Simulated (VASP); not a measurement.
A run of VASP 6.6.1:

POSCAR

```
Pt
1.0
    2.7421371004      0.0000000000      0.0000000000
   -1.3710685502      2.3747603895      0.0000000000
    0.0000000000      0.0000000000      4.7599710578
Pt
2
Direct
    0.3333333333      0.6666666667      0.2500000000
    0.6666666667      0.3333333333      0.7500000000
```

The input INCAR.step1:

```
SYSTEM = Pt
PREC = Accurate
ENCUT = 550
ISMEAR = -1
SIGMA = 0.05
LREAL = .False.
LASPH = .True.
NELM = 120
NBANDS = 25
GGA = PE
ALGO = Normal
EDIFF = 1E-5
LWAVE = .True.
LCHARG = .False.
GGA_COMPAT = .False.
```

Contents of INCAR.step2:

```
SYSTEM = Pt
PREC = Accurate
ENCUT = 550
EDIFF = 1E-6
ISMEAR = -1
SIGMA = 0.05
LREAL = .False.
LASPH = .True.
NELM = 120
ALGO = Normal
ISIF = 2
LWAVE = .False.
LCHARG = .False.
METAGGA = R2SCAN
LMIXTAU = .True.
NBANDS = 25
ISTART = 1
GGA_COMPAT = .False.
```

KPOINTS

```
regular mesh
0
Gamma
  11 11 6
  0 0 0
```

Potentials or basis: VASP PAW PBE potentials, release 64 (Pt_sv_GW).

Command:

```console
$ cat potpaw_PBE.64/Pt_sv_GW/POTCAR > POTCAR
$ cp INCAR.step1 INCAR
$ mpirun -np 1 vasp_std > vasp.out
$ cp INCAR.step2 INCAR
$ mpirun -np 1 vasp_std > vasp.out
```

Hardware: 1 thread of Intel(R) Xeon(R) Platinum 8375C CPU @ 2.90GHz (Ice Lake), with other jobs on the host.

Problem. Estimate the wall time of this run.

Solution. It took 2 min on 1 thread of Intel(R) Xeon(R) Platinum 8375C CPU @ 2.90GHz (Ice Lake), with other jobs on the host, peak memory 0.2 GiB. Counts: k points 64.
